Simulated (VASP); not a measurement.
A run of VASP 6.6.1 is set up as follows.

Contents of INCAR:

```
SYSTEM = Al
PREC     = Accurate       ! precision mode
ENCUT    = 520            ! plane-wave cutoff, eV
EDIFF    = 1E-7           ! SCF threshold, eV
ISMEAR   = 0              ! smearing method
SIGMA    = 0.1            ! smearing width, eV
LREAL    = .FALSE.        ! projectors in reciprocal space
LASPH    = .TRUE.         ! aspherical terms in the spheres
NELM     = 60             ! most SCF steps
ALGO     = Normal         ! electronic algorithm
ISIF     = 2              ! what is computed and relaxed
LWAVE    = .FALSE.        ! write WAVECAR
LCHARG   = .FALSE.        ! write CHGCAR
GGA      = PE             ! functional
IVDW     = 13             ! dispersion correction
NBANDS   = 8              ! bands
```

Contents of KPOINTS:

```
regular mesh
0
G
  14 14 14
  0 0 0
```

The input POSCAR:

```
Al
1.0
    0.0000000000      1.9569878781      1.9569878781
    1.9569878781      0.0000000000      1.9569878781
    1.9569878781      1.9569878781      0.0000000000
Al
1
Direct
    0.0000000000      0.0000000000      0.0000000000
```

Potentials or basis: VASP PAW PBE potentials, release 64 (Al).

The run is started by

```console
$ cat potpaw_PBE.64/Al/POTCAR > POTCAR
$ mpirun -np 1 vasp_std > vasp.out
```

(1) Predict the dispersion energy per atom.

(2) Predict the pressure.

Answers

(1) -0.377 eV.

(2) 5.0 GPa.

Caveat: pairwise dispersion overbinds metals, which lowers pressure and volume.
